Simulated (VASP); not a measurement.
# IrO2 (P4_2/mnm) in VASP: notebook

IrO2 is run at these levels: PBEsol; tasks: single point.

The COD entry that gives the cell may itself be a prediction, so a difference from it is no test against experiment.

Everything below comes from runs of VASP 6.6.1. Logs are shortened: lines on timing, memory, paths and dates and some standing lists are left out, and cuts for length are marked.

**1. The cell of the first run**

It takes space group P4_2/mnm (No. 136, tetragonal). Conventional cell: a = 4.505 Å, b = 4.505 Å, c = 3.159 Å, α = 90.00°, β = 90.00°, γ = 90.00°. Ir (site symmetry mmm) has 6 O at 1.96 to 2.00 Å within 2.6 Å. Within 2.6 Å of O (site symmetry m2m) lie 3 Ir at 1.96 to 2.00 Å and 1 O at 2.45 Å.

**2. Single point, PBEsol**

File INCAR:

```
SYSTEM = IrO2
PREC = Accurate
ENCUT = 600
EDIFF = 1E-6
ISMEAR = -1
SIGMA = 0.1
LREAL = .FALSE.
LASPH = .TRUE.
NELM = 120
ALGO = Normal
ISIF = 2
LWAVE = .FALSE.
LCHARG = .FALSE.
GGA = PS
NBANDS = 30
GGA_COMPAT = .FALSE.
```

File KPOINTS:

```
regular mesh
0
G
  5 5 7
  0 0 0
```

File POSCAR:

```
IrO2
1.0
    4.5051000000      0.0000000000      0.0000000000
    0.0000000000      4.5051000000      0.0000000000
    0.0000000000      0.0000000000      3.1586000000
Ir O
2 4
Direct
    0.0000000000      0.0000000000      0.0000000000
    0.5000000000      0.5000000000      0.5000000000
    0.3077000000      0.3077000000      0.0000000000
    0.1923000000      0.8077000000      0.5000000000
    0.6923000000      0.6923000000      0.0000000000
    0.8077000000      0.1923000000      0.5000000000
```

Potentials or basis: VASP PAW PBE potentials, release 64 (Ir, O).

Started as:

```console
> cat potpaw_PBE.64/Ir/POTCAR potpaw_PBE.64/O/POTCAR > POTCAR
> mpirun -np 1 vasp_std > vasp.out
```

OUTCAR:

```text
SYSTEM = IrO2
   PREC = Accurate
   ENCUT = 600
   EDIFF = 1E-6
   ISMEAR = -1
   LREAL = .FALSE.
   LASPH = .TRUE.
   NELM = 120
   ISIF = 2
   GGA = PS

 ion  position               nearest neighbor table
   1  0.000  0.000  0.000-   3 1.96   5 1.96   4 2.00   6 2.00   4 2.00   6 2.00
   2  0.500  0.500  0.500-   4 1.96   6 1.96   5 2.00   3 2.00   3 2.00   5 2.00
   3  0.308  0.308  0.000-   1 1.96   2 2.00   2 2.00
   4  0.192  0.808  0.500-   2 1.96   1 2.00   1 2.00
   5  0.692  0.692  0.000-   1 1.96   2 2.00   2 2.00
   6  0.808  0.192  0.500-   2 1.96   1 2.00   1 2.00

  LATTYP: Found a simple tetragonal cell.
 ALAT       =     4.5051000000
 C/A-ratio  =     0.7011165124

  Lattice vectors:

 A1 = (   4.5051000000,   0.0000000000,   0.0000000000)
 A2 = (   0.0000000000,   4.5051000000,   0.0000000000)
 A3 = (   0.0000000000,   0.0000000000,   3.1586000000)

Analysis of symmetry for initial positions (statically):
=====================================================================
 Subroutine PRICEL returns:
 Original cell was already a primitive cell.

 Routine SETGRP: Setting up the symmetry group for a
 simple tetragonal supercell.

 Subroutine GETGRP returns: Found 16 space group operations
 (whereof  8 operations were pure point group operations)
 out of a pool of 16 trial point group operations.

The static configuration has the point symmetry D_2h.
 The point group associated with its full space group is D_4h.

Analysis of symmetry for dynamics (positions and initial velocities):
=====================================================================
 Subroutine PRICEL returns:
 Original cell was already a primitive cell.

 Routine SETGRP: Setting up the symmetry group for a
 simple tetragonal supercell.

 Subroutine GETGRP returns: Found 16 space group operations
 (whereof  8 operations were pure point group operations)
 out of a pool of 16 trial point group operations.

The dynamic configuration has the point symmetry D_2h.
 The point group associated with its full space group is D_4h.

 Subroutine INISYM returns: Found 16 space group operations
 (whereof  8 operations are pure point group operations),
 and found     1 'primitive' translations

----------------------------------------------------------------------------------------

                                     Primitive cell

  volume of cell :      64.1067

  direct lattice vectors                    reciprocal lattice vectors
     4.505100000  0.000000000  0.000000000     0.221970655  0.000000000  0.000000000
     0.000000000  4.505100000  0.000000000     0.000000000  0.221970655  0.000000000
     0.000000000  0.000000000  3.158600000     0.000000000  0.000000000  0.316595960

  length of vectors
     4.505100000  4.505100000  3.158600000     0.221970655  0.221970655  0.316595960

  position of ions in fractional coordinates (direct lattice)
     0.000000000  0.000000000  0.000000000
     0.500000000  0.500000000  0.500000000
     0.307700000  0.307700000  0.000000000
     0.192300000  0.807700000  0.500000000
     0.692300000  0.692300000  0.000000000
     0.807700000  0.192300000  0.500000000

  ion indices of the primitive-cell ions
   primitive index   ion index
                 1           1
                 2           2
                 3           3
                 4           4
                 5           5
                 6           6

----------------------------------------------------------------------------------------

 KPOINTS: regular mesh

Automatic generation of k-mesh.
 Grid dimensions read from file:
 generate k-points for:    5    5    7

 Generating k-lattice:

  Cartesian coordinates                     Fractional coordinates (reciprocal lattice)
     0.044394131  0.000000000  0.000000000     0.200000000  0.000000000  0.000000000
     0.000000000  0.044394131  0.000000000     0.000000000  0.200000000  0.000000000
     0.000000000  0.000000000  0.045227994     0.000000000  0.000000000  0.142857143

  Length of vectors
     0.044394131  0.044394131  0.045227994

  Shift w.r.t. Gamma in fractional coordinates (k-lattice)
     0.000000000  0.000000000  0.000000000

 Subroutine IBZKPT returns following result:
 ===========================================

 Found     24 irreducible k-points:

 Following reciprocal coordinates:
            Coordinates               Weight
  0.000000  0.000000  0.000000      1.000000
  0.200000  0.000000  0.000000      4.000000
  0.400000  0.000000  0.000000      4.000000
  0.200000  0.200000  0.000000      4.000000
  0.400000  0.200000  0.000000      8.000000
  0.400000  0.400000  0.000000      4.000000
[... 16 lines left out ...]
  0.400000  0.200000  0.428571     16.000000
  0.400000  0.400000  0.428571      8.000000
   k-points           NKPTS =     24   k-points in BZ     NKDIM =     24   number of bands    NBANDS=     30
   number of dos      NEDOS =    301   number of ions     NIONS =      6
   total plane-waves  NPLWV =  36288
   dimension x,y,z NGX =    36 NGY =   36 NGZ =   28
   dimension x,y,z NGXF=    72 NGYF=   72 NGZF=   56
   ions per type =               2   4
   NGX,Y,Z   is equivalent  to a cutoff of  13.28, 13.28, 14.74 a.u.
   NGXF,Y,Z  is equivalent  to a cutoff of  26.57, 26.57, 29.47 a.u.
 SYSTEM =  IrO2
   PREC   = accura    normal or accurate (medium, high low for compatibility)
   ISTART =      0    job   : 0-new  1-cont  2-samecut
   ICHARG =      2    charge: 1-file 2-atom 10-const
   ISPIN  =      1    spin polarized calculation?
   LNONCOLLINEAR =      F non collinear calculations
   LSORBIT =      F    spin-orbit coupling
   LASPH  =      T    aspherical Exc in radial PAW
   ENCUT  =  600.0 eV  44.10 Ry    6.64 a.u.   9.00  9.00  6.31*2*pi/ulx,y,z
   NELM   =    120;   NELMIN=  2; NELMDL= -5     # of ELM steps
   EDIFF  = 0.1E-05   stopping-criterion for ELM
   LREAL  =      F    real-space projection
   EDIFFG = 0.1E-04   stopping-criterion for IOM
   NSW    =      0    number of steps for IOM
   IBRION =     -1    ionic relax: 0-MD 1-quasi-New 2-CG
   NFREE  =      0    steps in history (QN), initial steepest desc. (CG)
   ISIF   =      2    stress and relaxation
   ISYM   =      2    0-nonsym 1-usesym 2-fastsym
   POTIM  = 0.5000    time-step for ionic-motion
   TEBEG  =    0.0;   TEEND  =   0.0 temperature during run
   PSTRESS=    0.0 pullay stress
   NELECT =      42.0000    total number of electrons
   NUPDOWN=      -1.0000    fix difference up-down
   EMIN   =  10.00;   EMAX   =-10.00  energy-range for DOS
   EFERMI =   0.00;   METHOD = LEGACY
   ISMEAR =    -1;   SIGMA  =   0.10  broadening in eV -4-tet -1-fermi 0-gaus
   EFERMI_NEDOS =   21; number of points for ismear=-14 and -15
   IALGO  =     38    algorithm
   IMIX   =      4    mixing-type and parameters
     AMIX     =   0.40;   BMIX     =  1.00
     AMIX_MAG =   1.60;   BMIX_MAG =  1.00
  volume/ion in A,a.u.               =      10.68        72.10
  Fermi-wavevector in a.u.,A,eV,Ry     =   1.421860  2.686925 27.506696  2.021685
  Thomas-Fermi vector in A             =   2.542625
   LORBIT       =      0    0 simple, 1 ext, 2 COOP (PROOUT), +10 PAW based schemes
   GGA     = PS    functional components
   LHFCALC =     F    Hartree Fock is set to
   AEXX    =    0.0000 exact exchange contribution
   IVDW    =     0    specifies the selected vdW correction
   LEPSILON=     F    determine dielectric tensor
   LRPA    =     F    only Hartree local field effects (RPA)
 non-spin polarized calculation
  energy-cutoff  :      600.00
  volume of cell :       64.11
 maximum number of plane-waves:      2154
 NGX is ok and might be reduce to    36
   NGX = 17   NGY = 17   NGZ = 13

 number of electron      41.9999996 magnetization

 Free energy of the ion-electron system (eV)
  ---------------------------------------------------
  ext. energy  EPLUGINS =         0.00000000
  ---------------------------------------------------
  free energy    TOTEN  =       -45.60306917 eV

  energy without entropy =      -45.49998730  energy(sigma->0) =      -45.55152824

 E-fermi :   6.0658     XC(G=0): -12.2609

 val. band max:        6.0580600385   @ k =   0.4000   0.2000   0.4286
 cond. band min:       6.0781928595   @ k =   0.4000   0.4000   0.0000
 fundamental gap:      0.0201328210
 Fermi energy:         6.0658275923

 k-point     1 :       0.0000    0.0000    0.0000
  band No.  band energies     occupation
      1     -15.1276      2.00000
      2     -13.8917      2.00000
      3     -12.8159      2.00000
      4     -12.8159      2.00000
      5      -3.8717      2.00000
      6      -3.6157      2.00000
[... 22 lines left out ...]
     29      14.3752      0.00000
     30      17.8304      0.00000

 k-point     2 :       0.2000    0.0000    0.0000
  band No.  band energies     occupation
      1     -14.9708      2.00000
      2     -13.8785      2.00000
      3     -13.0146      2.00000
      4     -12.9090      2.00000
      5      -3.4742      2.00000
      6      -3.3122      2.00000
[... 22 lines left out ...]
     29      14.5714      0.00000
     30      17.4987      0.00000

 k-point     3 :       0.4000    0.0000    0.0000
  band No.  band energies     occupation
      1     -14.5460      2.00000
      2     -14.0456      2.00000
      3     -13.2496      2.00000
      4     -13.1186      2.00000
      5      -2.6159      2.00000
      6      -2.5978      2.00000
[... 22 lines left out ...]
     29      15.3130      0.00000
     30      16.5077      0.00000

 k-point     4 :       0.2000    0.2000    0.0000
  band No.  band energies     occupation
      1     -14.8523      2.00000
      2     -13.9006      2.00000
      3     -13.1985      2.00000
      4     -12.8699      2.00000
      5      -3.7384      2.00000
      6      -2.5786      2.00000
[... 616 lines left out ...]
     29      17.0980      0.00000
     30      17.3005      0.00000

 k-point    23 :       0.4000    0.2000    0.4286
  band No.  band energies     occupation
      1     -13.7977      2.00000
      2     -13.7003      2.00000
      3     -13.3472      2.00000
      4     -13.2762      2.00000
      5      -2.5280      2.00000
      6      -2.3418      2.00000
[... 22 lines left out ...]
     29      16.2220      0.00000
     30      16.6093      0.00000

 k-point    24 :       0.4000    0.4000    0.4286
  band No.  band energies     occupation
      1     -13.6951      2.00000
      2     -13.6163      2.00000
      3     -13.4350      2.00000
      4     -13.3620      2.00000
      5      -2.4600      2.00000
      6      -2.3260      2.00000
[... 22 lines left out ...]
     29      15.7596      0.00000
     30      15.9423      0.00000

------------------------ aborting loop because EDIFF is reached ----------------------------------------

  FORCE on cell =-STRESS in cart. coord.  units (eV):
  Direction    XX          YY          ZZ          XY          YZ          ZX
  --------------------------------------------------------------------------------------
  -------------------------------------------------------------------------------------
  Total       -0.7849807     -0.7849807     -0.6444799     -0.0000000      0.0000000      0.0000000
  in kB      -19.6185116    -19.6185116    -16.1070658     -0.0000000      0.0000000      0.0000000
  external PRESSURE =     -18.4480296 kB  Pullay stress =       0.0000000 kB

 VOLUME and BASIS-vectors are now :
 -----------------------------------------------------------------------------
  energy-cutoff  :      600.00
  volume of cell :       64.11
      direct lattice vectors                 reciprocal lattice vectors
     4.505100000  0.000000000  0.000000000     0.221970655  0.000000000  0.000000000
     0.000000000  4.505100000  0.000000000     0.000000000  0.221970655  0.000000000
     0.000000000  0.000000000  3.158600000     0.000000000  0.000000000  0.316595960

 POSITION                                       TOTAL-FORCE (eV/Angst)
 -----------------------------------------------------------------------------------
      0.00000      0.00000      0.00000         0.000000      0.000000     -0.000000
      2.25255      2.25255      1.57930         0.000000      0.000000     -0.000000
      1.38622      1.38622      0.00000         0.104023      0.104023     -0.000000
      0.86633      3.63877      1.57930        -0.104023      0.104023     -0.000000
      3.11888      3.11888      0.00000        -0.104023     -0.104023      0.000000
      3.63877      0.86633      1.57930         0.104023     -0.104023      0.000000
 -----------------------------------------------------------------------------------
    total drift:                                0.000000     -0.000000     -0.000000

  FREE ENERGIE OF THE ION-ELECTRON SYSTEM (eV)
  ---------------------------------------------------
  free  energy   TOTEN  =       -45.6030691722 eV

  energy  without entropy=      -45.4999873004  energy(sigma->0) =      -45.55152824
```

Wall time 37 s (1 thread of AMD EPYC 7R13 (Zen 3), shared host); peak memory 0.18 GiB.

Results:

```
Free energy            : -45.6031 eV
Pressure               : -1.8 GPa
Largest force          : 0.147 eV/Å
Band gap on the k mesh : zero (band 21 reaches 6.51 eV, above the bottom of band 22 at 5.80 eV)
```

Forces in eV/Å, atoms in the order of the input:
```
Ir   0.000  0.000  0.000
Ir   0.000  0.000  0.000
O    0.104  0.104  0.000
O   -0.104  0.104  0.000
O   -0.104 -0.104  0.000
O    0.104 -0.104  0.000
```

Levels at points of the mesh, in eV from the Fermi level:
| k point | band 17 | band 18 | band 19 | band 20 | band 21 | band 22 | band 23 | band 24 | band 25 | band 26 |
| --- | --- | --- | --- | --- | --- | --- | --- | --- | --- | --- |
| (0.00, 0.00, 0.00) | -2.46 | -2.46 | -2.39 | -2.29 | -2.27 | 0.70 | 1.25 | 4.07 | 4.09 | 4.09 |

Caveat: the PAW data sets were made with another functional, which shifts forces and pressure a little; spin-orbit coupling is left out, which moves the levels of the heavy elements.

**3. Single point, PBEsol**

File INCAR:

```
SYSTEM = IrO2
PREC = Accurate
ENCUT = 600
EDIFF = 1E-6
ISMEAR = -1
SIGMA = 0.1
LREAL = .False.
LASPH = .True.
NELM = 120
ALGO = Normal
ISIF = 2
LWAVE = .False.
LCHARG = .False.
GGA = PS
NBANDS = 30
GGA_COMPAT = .False.
```

File KPOINTS:

```
Automatic mesh
0
Gamma
  6 6 9
  0 0 0
```

POSCAR is that of step 2.

Potentials or basis: VASP PAW PBE potentials, release 64 (Ir, O).

Started as:

```console
> cat potpaw_PBE.64/Ir/POTCAR potpaw_PBE.64/O/POTCAR > POTCAR
> mpirun -np 1 vasp_std > vasp.out
```

Wall time 73 s (1 thread of AMD EPYC 7R13 (Zen 3), shared host); peak memory 0.21 GiB.

Results (log left out):

```yaml
Free_energy: -45.6080 eV
Pressure: -1.9 GPa
Largest_force: 0.146 eV/Å
Band_gap_on_the_k_mesh: zero (band 21 reaches 6.56 eV, above the bottom of band 22 at 5.25 eV)
```

Forces in eV/Å, atoms in the order of the input:
```
Ir   0.000  0.000  0.000
Ir   0.000  0.000  0.000
O    0.103  0.103  0.000
O   -0.103  0.103  0.000
O   -0.103 -0.103  0.000
O    0.103 -0.103  0.000
```

Stress tensor (GPa, compression positive):
```
-2.06  0.00  0.00
 0.00 -2.06  0.00
 0.00  0.00 -1.60
```

Levels at points of the mesh, in eV from the Fermi level:
| k point | band 19 | band 20 | band 21 | band 22 | band 23 | band 24 |
| --- | --- | --- | --- | --- | --- | --- |
| (0.00, 0.00, 0.00) | -2.38 | -2.28 | -2.26 | 0.72 | 1.26 | 4.09 |
| (0.50, 0.00, 0.00) | -1.28 | -1.28 | -0.30 | -0.30 | 3.50 | 3.50 |
| (0.50, 0.50, 0.00) | -2.40 | -2.40 | 0.22 | 0.22 | 2.46 | 2.46 |

Caveat: the PAW data sets were made with another functional, which shifts forces and pressure a little; spin-orbit coupling is left out, which moves the levels of the heavy elements.
